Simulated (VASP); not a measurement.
**TiAl: single point with r2SCAN**

TiAl:

```xyz
2
Lattice="3.2665 0.0000 0.0000 0.0000 3.2665 0.0000 0.0000 0.0000 3.2665" Properties=species:S:1:pos:R:3 pbc="T T T"
Ti    0.0000    0.0000    0.0000
Al    1.6332    1.6332    1.6332
```

This cell differs from its parent crystal: strain +0.030 along x and y, +0.030 along z.

```yaml
Program: VASP 6.6.1
Task: single point
Functional: r2SCAN
Potentials_or_basis: VASP PAW PBE potentials, release 64 (Ti_sv, Al)
Cutoff: 520 eV
k_mesh: 20 × 20 × 20
Occupations: gaussian, width 0.15 eV
Spin: no spin polarisation
Dipole_correction: no
Further_INCAR_settings: ALGO = Normal; EDIFF = 1e-07; NBANDS = 14
```

| Quantity | Value |
| --- | --- |
| Pressure | -8.7 GPa |

Levels at points of the mesh, in eV from the Fermi level:
| k point | band 4 | band 5 | band 6 | band 7 | band 8 | band 9 | band 10 | band 11 |
| --- | --- | --- | --- | --- | --- | --- | --- | --- |
| (0.00, 0.00, 0.00) | -34.62 | -9.50 | -1.43 | -1.43 | 1.85 | 1.85 | 1.85 | 4.23 |
| (0.50, 0.00, 0.00) | -34.61 | -6.33 | -5.36 | -0.58 | 0.25 | 0.25 | 2.04 | 2.75 |
| (0.50, 0.50, 0.00) | -34.60 | -5.02 | -2.38 | -2.38 | -1.53 | 0.82 | 0.82 | 2.51 |
| (0.50, 0.50, 0.50) | -34.72 | -3.02 | -3.02 | -3.02 | 0.44 | 2.57 | 2.57 | 2.65 |

Run time: 3.3 min on 1 thread of AMD EPYC 9R45 96-Core Processor (Zen 5) (shared host), peak memory 0.23 GiB.

Caveat: the cell differs from its parent crystal (strain +0.030 along x and y, +0.030 along z); the PAW data sets were made with another functional, which shifts forces and pressure a little.
